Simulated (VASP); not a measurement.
Write the native input for VASP 6.6.1 that does the following.

| Quantity | Value |
| --- | --- |
| Task | single point |
| Functional | PBE |
| Potentials or basis | VASP PAW PBE potentials, release 64 (W_sv, S) |
| Cutoff | 520 eV |
| k mesh | 6 × 6 × 6 |
| Occupations | gaussian, width 0.05 eV |
| Spin | collinear spin |
| Starting moments | [2.0, -2.0, 0.0, 0.0, 0.0, 0.0] μB |
| Hubbard terms | W d U = 7.0 eV |
| Dipole correction | no |
| Second try | not_converged |
| Further INCAR settings | ALGO = All; EDIFF = 1e-06; NBANDS = 39 |

The structure of WS2 lies in POSCAR:

```
WS2
1.0
    1.8439358300     -1.0645968500     11.1498249600
   -1.8439358300     -1.0645968500     11.1498249600
    0.0000000000     -4.2583874000     11.1498249600
W S
2 4
Direct
    0.0000000000      0.0000000000      0.0000000000
    0.0000000000      0.0000000000      0.5000000000
    0.2520000000      0.2520000000      0.8740000000
    0.7480000000      0.7480000000      0.6260000000
    0.2520000000      0.2520000000      0.3740000000
    0.7480000000      0.7480000000      0.1260000000
```

The input as run:

INCAR

```
SYSTEM = WS2
  ALGO = All
  EDIFF = 1E-6
  ENCUT = 520
  GGA = PE
  GGA_COMPAT = .False.
  ISEARCH = 1
  ISIF = 2
  ISMEAR = 0
  ISPIN = 2
  KPAR = 4
  LASPH = .True.
  LCHARG = .False.
  LDAU = .True.
  LDAUJ = 0 0
  LDAUL = 2 -1
  LDAUPRINT = 1
  LDAUTYPE = 2
  LDAUU = 7 0
  LMAXMIX = 4
  LORBIT = 11
  LREAL = .False.
  LWAVE = .False.
  MAGMOM = 2 -2 0 0 0 0
  NBANDS = 39
  NELM = 300
  PREC = Accurate
  SIGMA = 0.05
```

KPOINTS

```
k-points
0
Gamma
  6 6 6
  0 0 0
```

Potentials or basis: VASP PAW PBE potentials, release 64 (W_sv, S).

Run with:

```sh
$ cat potpaw_PBE.64/W_sv/POTCAR potpaw_PBE.64/S/POTCAR > POTCAR
$ mpirun -np 4 vasp_std > vasp.out
```

It gave:

The pressure is 0.3 GPa. The band gap on the k mesh is 1.19 eV and the net moment is 0.00 μB per cell. The site moments are W +1.79, -1.79; S +0.03, -0.03 (each value once) μB and the valence electrons inside the program's atomic spheres are W 11.56; S 3.75.

Caveat: the stress differs along the axes, from -1 to 4 GPa; spin-orbit coupling is left out, which moves the levels of the heavy elements.

Run time: 53 min on 4 MPI ranks on Intel(R) Xeon(R) Platinum 8488C (Sapphire Rapids), on a shared host, peak memory 1.9 GiB a rank.
